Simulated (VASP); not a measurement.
# CdSe (rocksalt type) (Fm-3m) in VASP: a series of runs

Runs on CdSe (rocksalt type). Level: PBE. Tasks: relaxation of cell and atoms.

All numbers are computed with VASP 6.6.1; they aren't measurements. Logs are shortened: lines on timing, memory, paths and dates and some standing lists are left out, and cuts for length are marked.

## Step 1: The cell of the first run

Symmetry: Fm-3m, No. 225, cubic system. Conventional cell: a = 5.457 Å, b = 5.457 Å, c = 5.457 Å, α = 90.00°, β = 90.00°, γ = 90.00°. Cd (site symmetry m-3m) has 6 Se at 2.73 Å within 3.6 Å. Within 3.6 Å of Se (site symmetry m-3m) lie 6 Cd at 2.73 Å.

## Step 2: Relaxation of cell and atoms, PBE, target pressure 13 GPa, at which the enthalpy is minimised

INCAR

```
SYSTEM = CdSe
ALGO = Normal
EDIFF = 1E-7
EDIFFG = -0.005
ENCUT = 600
GGA = PE
IBRION = 2
ISIF = 3
ISMEAR = -1
LASPH = .True.
LCHARG = .False.
LREAL = .False.
LWAVE = .False.
NELM = 60
NSW = 60
PREC = Accurate
PSTRESS = 130.0
SIGMA = 0.08
```

KPOINTS

```
k-points
0
Gamma
  13 13 13
  0 0 0
```

POSCAR

```
CdSe
1.0
    0.0000000000      2.7286112986      2.7286112986
    2.7286112986      0.0000000000      2.7286112986
    2.7286112986      2.7286112986      0.0000000000
Cd Se
1 1
Direct
    0.0000000000      0.0000000000      0.0000000000
    0.5000000000      0.5000000000      0.5000000000
```

Potentials or basis: VASP PAW PBE potentials, release 64 (Cd, Se).

Run with:

```sh
> cat potpaw_PBE.64/Cd/POTCAR potpaw_PBE.64/Se/POTCAR > POTCAR
> mpirun -np 1 vasp_std > vasp.out
```

OUTCAR:

```text
SYSTEM = CdSe
   EDIFF = 1E-7
   EDIFFG = -0.005
   ENCUT = 600
   GGA = PE
   IBRION = 2
   ISIF = 3
   ISMEAR = -1
   LASPH = .True.
   LREAL = .False.
   NELM = 60
   NSW = 60
   PREC = Accurate
   PSTRESS = 130.0

 ion  position               nearest neighbor table
   1  0.000  0.000  0.000-   2 2.73   2 2.73   2 2.73   2 2.73   2 2.73   2 2.73
   2  0.500  0.500  0.500-   1 2.73   1 2.73   1 2.73   1 2.73   1 2.73   1 2.73

  LATTYP: Found a face centered cubic cell.
 ALAT       =     5.4572225972

  Lattice vectors:

 A1 = (   0.0000000000,   2.7286112986,   2.7286112986)
 A2 = (   2.7286112986,   0.0000000000,   2.7286112986)
 A3 = (   2.7286112986,   2.7286112986,   0.0000000000)

Analysis of symmetry for initial positions (statically):
=====================================================================
 Subroutine PRICEL returns:
 Original cell was already a primitive cell.

 Routine SETGRP: Setting up the symmetry group for a
 face centered cubic supercell.

 Subroutine GETGRP returns: Found 48 space group operations
 (whereof 48 operations were pure point group operations)
 out of a pool of 48 trial point group operations.

The static configuration has the point symmetry O_h .

Analysis of symmetry for dynamics (positions and initial velocities):
=====================================================================
 Subroutine PRICEL returns:
 Original cell was already a primitive cell.

 Routine SETGRP: Setting up the symmetry group for a
 face centered cubic supercell.

 Subroutine GETGRP returns: Found 48 space group operations
 (whereof 48 operations were pure point group operations)
 out of a pool of 48 trial point group operations.

The dynamic configuration has the point symmetry O_h .

 Subroutine INISYM returns: Found 48 space group operations
 (whereof 48 operations are pure point group operations),
 and found     1 'primitive' translations

----------------------------------------------------------------------------------------

                                     Primitive cell

  volume of cell :      40.6308

  direct lattice vectors                    reciprocal lattice vectors
     0.000000000  2.728611299  2.728611299    -0.183243396  0.183243396  0.183243396
     2.728611299  0.000000000  2.728611299     0.183243396 -0.183243396  0.183243396
     2.728611299  2.728611299  0.000000000     0.183243396  0.183243396 -0.183243396

  length of vectors
     3.858839105  3.858839105  3.858839105     0.317386872  0.317386872  0.317386872

  position of ions in fractional coordinates (direct lattice)
     0.000000000  0.000000000  0.000000000
     0.500000000  0.500000000  0.500000000

  ion indices of the primitive-cell ions
   primitive index   ion index
                 1           1
                 2           2

----------------------------------------------------------------------------------------

 KPOINTS: k-points

Automatic generation of k-mesh.
 Grid dimensions read from file:
 generate k-points for:   13   13   13

 Generating k-lattice:

  Cartesian coordinates                     Fractional coordinates (reciprocal lattice)
    -0.014095646  0.014095646  0.014095646     0.076923077  0.000000000  0.000000000
     0.014095646 -0.014095646  0.014095646     0.000000000  0.076923077  0.000000000
     0.014095646  0.014095646 -0.014095646     0.000000000  0.000000000  0.076923077

  Length of vectors
     0.024414375  0.024414375  0.024414375

  Shift w.r.t. Gamma in fractional coordinates (k-lattice)
     0.000000000  0.000000000  0.000000000

 Subroutine IBZKPT returns following result:
 ===========================================

 Found     84 irreducible k-points:

 Following reciprocal coordinates:
            Coordinates               Weight
  0.000000  0.000000  0.000000      1.000000
  0.076923  0.000000  0.000000      8.000000
  0.153846  0.000000  0.000000      8.000000
  0.230769  0.000000  0.000000      8.000000
  0.307692  0.000000  0.000000      8.000000
  0.384615  0.000000  0.000000      8.000000
[... 16 lines left out ...]
  0.384615  0.153846  0.000000     24.000000
  0.461538  0.153846  0.000000     24.000000
 [... further k-points ...]
   k-points           NKPTS =     84   k-points in BZ     NKDIM =     84   number of bands    NBANDS=     13
   number of dos      NEDOS =    301   number of ions     NIONS =      2
   total plane-waves  NPLWV =  32768
   dimension x,y,z NGX =    32 NGY =   32 NGZ =   32
   dimension x,y,z NGXF=    64 NGYF=   64 NGZF=   64
   ions per type =               1   1
   NGX,Y,Z   is equivalent  to a cutoff of  13.79, 13.79, 13.79 a.u.
   NGXF,Y,Z  is equivalent  to a cutoff of  27.57, 27.57, 27.57 a.u.
 SYSTEM =  CdSe
   PREC   = accura    normal or accurate (medium, high low for compatibility)
   ISTART =      0    job   : 0-new  1-cont  2-samecut
   ICHARG =      2    charge: 1-file 2-atom 10-const
   ISPIN  =      1    spin polarized calculation?
   LNONCOLLINEAR =      F non collinear calculations
   LSORBIT =      F    spin-orbit coupling
   LASPH  =      T    aspherical Exc in radial PAW
   ENCUT  =  600.0 eV  44.10 Ry    6.64 a.u.   7.71  7.71  7.71*2*pi/ulx,y,z
   NELM   =     60;   NELMIN=  2; NELMDL= -5     # of ELM steps
   EDIFF  = 0.1E-06   stopping-criterion for ELM
   LREAL  =      F    real-space projection
   EDIFFG = -.5E-02   stopping-criterion for IOM
   NSW    =     60    number of steps for IOM
   IBRION =      2    ionic relax: 0-MD 1-quasi-New 2-CG
   NFREE  =      1    steps in history (QN), initial steepest desc. (CG)
   ISIF   =      3    stress and relaxation
   ISYM   =      2    0-nonsym 1-usesym 2-fastsym
   POTIM  = 0.5000    time-step for ionic-motion
   TEBEG  =    0.0;   TEEND  =   0.0 temperature during run
   PSTRESS=  130.0 pullay stress
   NELECT =      18.0000    total number of electrons
   NUPDOWN=      -1.0000    fix difference up-down
   EMIN   =  10.00;   EMAX   =-10.00  energy-range for DOS
   EFERMI =   0.00;   METHOD = LEGACY
   ISMEAR =    -1;   SIGMA  =   0.08  broadening in eV -4-tet -1-fermi 0-gaus
   EFERMI_NEDOS =   21; number of points for ismear=-14 and -15
   IALGO  =     38    algorithm
   IMIX   =      4    mixing-type and parameters
     AMIX     =   0.40;   BMIX     =  1.00
     AMIX_MAG =   1.60;   BMIX_MAG =  1.00
  volume/ion in A,a.u.               =      20.32       137.09
  Fermi-wavevector in a.u.,A,eV,Ry     =   1.247998  2.358375 21.191071  1.557500
  Thomas-Fermi vector in A             =   2.382105
   LORBIT       =      0    0 simple, 1 ext, 2 COOP (PROOUT), +10 PAW based schemes
   GGA     = PE    functional components
   LHFCALC =     F    Hartree Fock is set to
   AEXX    =    0.0000 exact exchange contribution
   IVDW    =     0    specifies the selected vdW correction
   LEPSILON=     F    determine dielectric tensor
   LRPA    =     F    only Hartree local field effects (RPA)
 conjugate gradient relaxation of ions
 non-spin polarized calculation
  energy-cutoff  :      600.00
  volume of cell :       40.63
 maximum number of plane-waves:      1381
   NGX = 15   NGY = 15   NGZ = 15

--------------------------------------- Ionic step        1  -------------------------------------------

 number of electron      17.9999997 magnetization

 Free energy of the ion-electron system (eV)
  ---------------------------------------------------
  ext. energy  EPLUGINS =         0.00000000
  ---------------------------------------------------
  free energy    TOTEN  =        -4.95789949 eV

  energy without entropy =       -4.95008935  energy(sigma->0) =       -4.95399442

------------------------ aborting loop because EDIFF is reached ----------------------------------------

  FORCE on cell =-STRESS in cart. coord.  units (eV):
  Direction    XX          YY          ZZ          XY          YZ          ZX
  --------------------------------------------------------------------------------------
  -------------------------------------------------------------------------------------
  Total        3.4376775      3.4376775      3.4376775      0.0000000      0.0000000     -0.0000000
  in kB      135.5566081    135.5566081    135.5566081      0.0000000      0.0000000     -0.0000000
  external PRESSURE =       5.5566081 kB  Pullay stress =     130.0000000 kB
[... 61 lines left out ...]
  enthalpy is  TOTEN    =        -1.6609975672 eV   P V=        3.3304952576

--------------------------------------- Ionic step        3  -------------------------------------------

 number of electron      17.9999998 magnetization

 Free energy of the ion-electron system (eV)
  ---------------------------------------------------
  ext. energy  EPLUGINS =         0.00000000
  ---------------------------------------------------
  free energy    TOTEN  =        -4.97346660 eV

  energy without entropy =       -4.96566151  energy(sigma->0) =       -4.96956405

 E-fermi :   3.8136     XC(G=0): -10.7417

 val. band max:        3.7258616562   @ k =  -0.2308   0.1538   0.0000
 cond. band min:       3.8755931512   @ k =   0.4615   0.3846   0.0000
 fundamental gap:      0.1497314950
 Fermi energy:         3.8136338566

 k-point     1 :       0.0000    0.0000    0.0000
  band No.  band energies     occupation
      1     -10.2140      2.00000
      2      -4.5694      2.00000
      3      -4.5694      2.00000
      4      -4.5492      2.00000
      5      -4.5492      2.00000
      6      -4.5492      2.00000
      7       2.8473      1.99999
      8       2.8473      1.99999
      9       2.8473      1.99999
     10       4.4628      0.00060
     11      12.4718      0.00000
     12      12.4718      0.00000
     13      12.4718      0.00000
[... 353 lines left out ...]
 k-point    24 :       0.4615    0.1538    0.0000
  band No.  band energies     occupation
      1      -9.0527      2.00000
      2      -4.7967      2.00000
      3      -4.7883      2.00000
      4      -4.7225      2.00000
      5      -4.3477      2.00000
      6      -4.3266      2.00000
      7      -1.5655      2.00000
      8       2.4658      2.00000
      9       2.7860      1.99999
     10       6.9638      0.00000
     11       8.6113      0.00000
     12      10.4200      0.00000
     13      11.8441      0.00000

 [... further k-points ...]

------------------------ aborting loop because EDIFF is reached ----------------------------------------

  FORCE on cell =-STRESS in cart. coord.  units (eV):
  Direction    XX          YY          ZZ          XY          YZ          ZX
  --------------------------------------------------------------------------------------
  -------------------------------------------------------------------------------------
  Total        3.3143430      3.3143430      3.3143430      0.0000000     -0.0000000     -0.0000000
  in kB      130.0916308    130.0916308    130.0916308      0.0000000     -0.0000000     -0.0000000
  external PRESSURE =       0.0916308 kB  Pullay stress =     130.0000000 kB
[... 17 lines left out ...]
  FREE ENERGIE OF THE ION-ELECTRON SYSTEM (eV)
  ---------------------------------------------------
  free  energy   TOTEN  =        -4.9734666024 eV

  energy  without entropy=       -4.9656615059  energy(sigma->0) =       -4.96956405

  enthalpy is  TOTEN    =        -1.6614580488 eV   P V=        3.3120085535

 reached required accuracy - stopping structural energy minimisation
```

It took 52 s on 1 thread of Intel Xeon 6975P-C (Granite Rapids), shared host; peak memory 0.22 GiB.

What came out:

```
Free energy                                                : -4.9735 eV
Relaxed volume                                             : 20.41 Å³/atom
Relaxed cell                                               : a = 3.865 Å, b = 3.865 Å, c = 3.865 Å, α = 60.00°, β = 60.00°, γ = 60.00°
Space group after relaxing (to 0.1 Å)                      : Fm-3m (No. 225)
Energy change on relaxing (the run minimises the enthalpy) : -7.8 meV/atom
Ionic steps                                                : 3
Pressure after relaxing                                    : 13.0 GPa
Band gap on the k mesh                                     : zero (bands 9 and 10 overlap by 0.42 eV)
```

Step by step:
| step | energy change (eV) | largest force (eV/Å) | pressure (GPa) | volume (Å³) |
| --- | --- | --- | --- | --- |
| 1 | 0.0000 | 0.0000 | 13.56 | 40.63 |
| 2 | -0.0336 | 0.0000 | 12.36 | 41.05 |
| 3 | -0.0156 | 0.0000 | 13.01 | 40.82 |

Final structure:
```
Cd Se
1.0
     0.00000    2.73281    2.73281
     2.73281    0.00000    2.73281
     2.73281    2.73281    0.00000
Cd Se
1 1
Direct
  0.00000 0.00000 0.00000
  0.50000 0.50000 0.50000
```

Levels at points of the mesh, in eV from the Fermi level:
| k point | band 6 | band 7 | band 8 | band 9 | band 10 | band 11 | band 12 | band 13 |
| --- | --- | --- | --- | --- | --- | --- | --- | --- |
| (0.00, 0.00, 0.00) | -8.36 | -0.97 | -0.97 | -0.97 | 0.65 | 8.66 | 8.66 | 8.66 |

Caveat: the cell is relaxed towards a set pressure, so the run minimises the enthalpy, not the energy; semilocal functionals underestimate gaps, and a narrow one can read as zero.

## Step 3: Relaxation of cell and atoms, PBE, target pressure 13 GPa, at which the enthalpy is minimised

INCAR

```
SYSTEM = CdSe
PREC = Accurate ; ENCUT = 600
EDIFF = 1E-7 ; ISMEAR = -1
SIGMA = 0.08 ; LREAL = .FALSE.
LASPH = .TRUE. ; NELM = 100
ALGO = Normal ; ISIF = 3
LWAVE = .FALSE. ; LCHARG = .FALSE.
GGA = PE ; IBRION = 2
NSW = 32 ; EDIFFG = -0.005
PSTRESS = 130.0
```

KPOINTS

```
Automatic mesh
0
G
  13 13 13
  0 0 0
```

POSCAR

```
CdSe
1.0
    0.0000000000      2.7282554766      2.7282554766
    2.7282554766      0.0000000000      2.7282554766
    2.7282554766      2.7282554766      0.0000000000
Cd Se
1 1
Direct
    0.0000000000      0.0000000000      0.0000000000
    0.5000000000      0.5000000000      0.5000000000
```

Potentials or basis: VASP PAW PBE potentials, release 64 (Cd, Se).

Run with:

```sh
> cat potpaw_PBE.64/Cd/POTCAR potpaw_PBE.64/Se/POTCAR > POTCAR
> mpirun -np 1 vasp_std > vasp.out
```

OUTCAR:

```text
SYSTEM = CdSe
   PREC = Accurate
   ENCUT = 600
   EDIFF = 1E-7
   ISMEAR = -1
   LREAL = .FALSE.
   LASPH = .TRUE.
   NELM = 100
   ISIF = 3
   GGA = PE
   IBRION = 2
   NSW = 32
   EDIFFG = -0.005
   PSTRESS = 130.0

 ion  position               nearest neighbor table
   1  0.000  0.000  0.000-   2 2.73   2 2.73   2 2.73   2 2.73   2 2.73   2 2.73
   2  0.500  0.500  0.500-   1 2.73   1 2.73   1 2.73   1 2.73   1 2.73   1 2.73

  LATTYP: Found a face centered cubic cell.
 ALAT       =     5.4565109532

  Lattice vectors:

 A1 = (   0.0000000000,   2.7282554766,   2.7282554766)
 A2 = (   2.7282554766,   0.0000000000,   2.7282554766)
 A3 = (   2.7282554766,   2.7282554766,   0.0000000000)

Analysis of symmetry for initial positions (statically):
=====================================================================
 Subroutine PRICEL returns:
 Original cell was already a primitive cell.

 Routine SETGRP: Setting up the symmetry group for a
 face centered cubic supercell.

 Subroutine GETGRP returns: Found 48 space group operations
 (whereof 48 operations were pure point group operations)
 out of a pool of 48 trial point group operations.

The static configuration has the point symmetry O_h .

Analysis of symmetry for dynamics (positions and initial velocities):
=====================================================================
 Subroutine PRICEL returns:
 Original cell was already a primitive cell.

[... 232 lines left out ...]

 Free energy of the ion-electron system (eV)
  ---------------------------------------------------
  ext. energy  EPLUGINS =         0.00000000
  ---------------------------------------------------
  free energy    TOTEN  =        -4.97345826 eV

  energy without entropy =       -4.96565319  energy(sigma->0) =       -4.96955573

 E-fermi :   3.8136     XC(G=0): -10.7417

 val. band max:        3.7258304980   @ k =  -0.2308   0.1538   0.0000
 cond. band min:       3.8755645703   @ k =   0.4615   0.3846   0.0000
 fundamental gap:      0.1497340723
 Fermi energy:         3.8136036074

 k-point     1 :       0.0000    0.0000    0.0000
  band No.  band energies     occupation
      1     -10.2140      2.00000
      2      -4.5694      2.00000
      3      -4.5694      2.00000
      4      -4.5493      2.00000
      5      -4.5493      2.00000
      6      -4.5493      2.00000
      7       2.8473      1.99999
      8       2.8473      1.99999
      9       2.8473      1.99999
     10       4.4628      0.00060
     11      12.4718      0.00000
     12      12.4718      0.00000
     13      12.4718      0.00000
[... 354 lines left out ...]
  band No.  band energies     occupation
      1      -9.0527      2.00000
      2      -4.7967      2.00000
      3      -4.7883      2.00000
      4      -4.7225      2.00000
      5      -4.3477      2.00000
      6      -4.3266      2.00000
      7      -1.5655      2.00000
      8       2.4658      2.00000
      9       2.7859      1.99999
     10       6.9638      0.00000
     11       8.6112      0.00000
     12      10.4200      0.00000
     13      11.8440      0.00000

 [... further k-points ...]

------------------------ aborting loop because EDIFF is reached ----------------------------------------

  FORCE on cell =-STRESS in cart. coord.  units (eV):
  Direction    XX          YY          ZZ          XY          YZ          ZX
  --------------------------------------------------------------------------------------
  -------------------------------------------------------------------------------------
  Total        3.3143181      3.3143181      3.3143181     -0.0000000      0.0000000      0.0000000
  in kB      130.0903058    130.0903058    130.0903058     -0.0000000      0.0000000      0.0000000
  external PRESSURE =       0.0903058 kB  Pullay stress =     130.0000000 kB
[... 21 lines left out ...]
  energy  without entropy=       -4.9656531868  energy(sigma->0) =       -4.96955573

  enthalpy is  TOTEN    =        -1.6614408662 eV   P V=        3.3120173981

 reached required accuracy - stopping structural energy minimisation
```

CONTCAR:

```text
CdSe
   1.00000000000000
    -0.0000000000000000    2.7328132077298166    2.7328132077298166
     2.7328132077298171    0.0000000000000000    2.7328132077298166
     2.7328132077298171    2.7328132077298166    0.0000000000000000
  Cd              Se
     1     1
Direct
     0.0000000000000000    0.0000000000000000    0.0000000000000000
     0.5000000000000000    0.5000000000000000    0.5000000000000000

  0.00000000E+00  0.00000000E+00  0.00000000E+00
  0.00000000E+00  0.00000000E+00  0.00000000E+00
```

It took 51 s on 1 thread of Intel Xeon 6975P-C (Granite Rapids), shared host; peak memory 0.21 GiB.

Results:

```yaml
Free_energy: -4.9735 eV
Relaxed_volume: 20.41 Å³/atom
Relaxed_cell: a = 3.865 Å, b = 3.865 Å, c = 3.865 Å, α = 60.00°, β = 60.00°, γ = 60.00°
Space_group_after_relaxing_to_0.1_Å: Fm-3m (No. 225)
Energy_change_on_relaxing_the_run_minimises_the_enthalpy: -8.5 meV/atom
Ionic_steps: 3
Pressure_after_relaxing: 13.0 GPa
Band_gap_on_the_k_mesh: zero (bands 9 and 10 overlap by 0.42 eV)
```

The path:
```csv
step,energy change (eV),largest force (eV/Å),pressure (GPa),volume (Å³)
1,0.0000,0.0000,13.60,40.61
2,-0.0364,0.0000,12.30,41.07
3,-0.0169,0.0000,13.01,40.82
```

Final structure:
```
Cd Se
1.0
     0.00000    2.73281    2.73281
     2.73281    0.00000    2.73281
     2.73281    2.73281    0.00000
Cd Se
1 1
Cartesian
  0.0000 0.0000 0.0000
  2.7328 2.7328 2.7328
```

Caveat: the cell is relaxed towards a set pressure, so the run minimises the enthalpy, not the energy; semilocal functionals underestimate gaps, and a narrow one can read as zero.

The gap in the log of VASP goes by the Fermi energy; the results here count the filled bands.